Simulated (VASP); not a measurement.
Here is a VASP 6.6.1 calculation.

INCAR

```
SYSTEM = Ta
ALGO = Normal ; EDIFF = 1E-6
ENCUT = 500 ; GGA = PE
GGA_COMPAT = .FALSE. ; ISIF = 2
ISMEAR = 1 ; LASPH = .TRUE.
LCHARG = .FALSE. ; LREAL = .FALSE.
LWAVE = .FALSE. ; NBANDS = 12
NELM = 120 ; PREC = Accurate
SIGMA = 0.05
```

Contents of KPOINTS:

```
k-points
0
G
  10 10 10
  0 0 0
```

The input POSCAR:

```
Ta
1.0
   -1.5942933110      1.5942933110      1.5942933110
    1.5942933110     -1.5942933110      1.5942933110
    1.5942933110      1.5942933110     -1.5942933110
Ta
1
Direct
    0.0000000000      0.0000000000      0.0000000000
```

Potentials or basis: VASP PAW PBE potentials, release 64 (Ta_pv).

The run is started by

```sh
$ cat potpaw_PBE.64/Ta_pv/POTCAR > POTCAR
$ mpirun -np 1 vasp_std > vasp.out
```

Question: Estimate the pressure.

Answer: 32.8 GPa.
